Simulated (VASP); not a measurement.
Write the native input for VASP 6.6.1 that does the following.

```yaml
Task: single point
Functional: PBE
Dispersion: D3(BJ)
Potentials_or_basis: VASP PAW PBE potentials, release 64 (C, H, F)
Cutoff: 520 eV
k_mesh: 1 × 1 × 1
Occupations: fermi-dirac, width 0.02 eV
Spin: no spin polarisation
Dipole_correction: no
Further_INCAR_settings: LREAL = Auto; ALGO = Normal; EDIFF = 1e-06; NBANDS = 54
```

The structure of H7C2F lies in POSCAR:

```
H7C2F
1.0
    7.2304270000      0.0000000000      0.0000000000
    0.0000000000      7.2304270000      0.0000000000
    0.0000000000      0.0000000000      7.2304270000
C H F
6 21 3
Direct
    0.5265802421      0.9508013842      0.6446230631
    0.4589770424      0.7494993034      0.6445539109
    0.2219509304      1.0251676699      0.0650860592
    0.2845890015      0.8142949234      0.0045502154
    0.3396479904      0.3971134761      0.3097742360
    0.4416613293      0.4378717882      0.1232015758
    0.5469663133      0.9913107483      0.7869798008
    0.6752021699      0.9359751506      0.5803806608
    0.4115386270      1.0513210354      0.5772411505
    0.3315986732      0.7015491616      0.7227512289
    0.4192145222      0.7003182523      0.5025844255
    0.5779603335      0.6277499240      0.6987139210
    0.1142947712      1.1189657264      0.0016319921
    0.1618853216      1.0183492621      0.1979412834
    0.3540869716      1.1146091372      0.0835220382
    0.2451307509      0.7104144748      0.1071997546
    0.1919527021      0.7799815972     -0.1223302580
    0.4337779774      0.8190525954     -0.0090036176
    0.2921957445      0.5159584628      0.3753996825
    0.2336099929      0.3033845719      0.3105764016
    0.4639560015      0.3638512636      0.4137100063
    0.5134828137      0.3057080861      0.1308083188
    0.3434237010      0.4105290047      0.0062098684
    0.5220991789      0.5618340383      0.0788888402
    0.9590443275      0.4356035957      0.6882995984
    0.9633317645      0.2740640352      0.2455041729
    0.7681703999      0.5376722564      0.3660917951
    0.9011777589      0.3294826156      0.7491535424
    0.9155890793      0.3845554350      0.1707782957
    0.7876021707      0.6655070302      0.3541699543
```

These files were run (other wordings do the same):

INCAR

```
SYSTEM = H7C2F
  PREC = Accurate
  ENCUT = 520
  EDIFF = 1E-6
  ISMEAR = -1
  SIGMA = 0.02
  LREAL = Auto
  LASPH = .TRUE.
  NELM = 80
  ALGO = Normal
  ISIF = 2
  LWAVE = .FALSE.
  LCHARG = .FALSE.
  GGA = PE
  IVDW = 12
  NBANDS = 54
```

KPOINTS

```
regular mesh
0
G
  1 1 1
  0 0 0
```

Potentials or basis: VASP PAW PBE potentials, release 64 (C, H, F).

Command:

```console
$ cat potpaw_PBE.64/C/POTCAR potpaw_PBE.64/H/POTCAR potpaw_PBE.64/F/POTCAR > POTCAR
$ mpirun -np 1 vasp_gam > vasp.out
```

It gave:

```yaml
Pressure: -2.3 GPa
Largest_force: 5.817 eV/Å
Band_gap_on_the_k_mesh: 4.40 eV
Dispersion_energy_per_atom: -0.030 eV
```

Caveat: the k points lie up to 0.87 Å⁻¹ apart.

Wall time 56 s on 1 thread of Intel(R) Xeon(R) Platinum 8259CL CPU @ 2.50GHz (Skylake/Cascade Lake), on a shared host, peak memory 0.35 GiB.
